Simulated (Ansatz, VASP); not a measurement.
## One calculation of Mg, two programs

```
Mg
1.0
     0.00000    2.00803    2.00803
     2.00803    0.00000    2.00803
     2.00803    2.00803    0.00000
Mg
1
Direct
  0.00000 0.00000 0.00000
```

Change from the starting cell: volume scaled by 0.7, crystal datasets.

Alike in both runs: task single point; functional PBE; k mesh 16 × 16 × 16; occupations fermi-dirac, width 0.08 eV; no spin polarisation.

```csv
,VASP,Ansatz
version,VASP 6.6.1,Ansatz 0.2.0
potentials or method,"VASP PAW PBE potentials, release 64 (Mg), cutoff 600 eV","all-electron PAW with datasets made for the crystal, scalar-relativistic"
```

|  | VASP | Ansatz | Ansatz less VASP |
| --- | --- | --- | --- |
| pressure (GPa) | 25.2 | 25.0 | -0.15 |

Ansatz ran all-electron here, and VASP with PAW potentials.
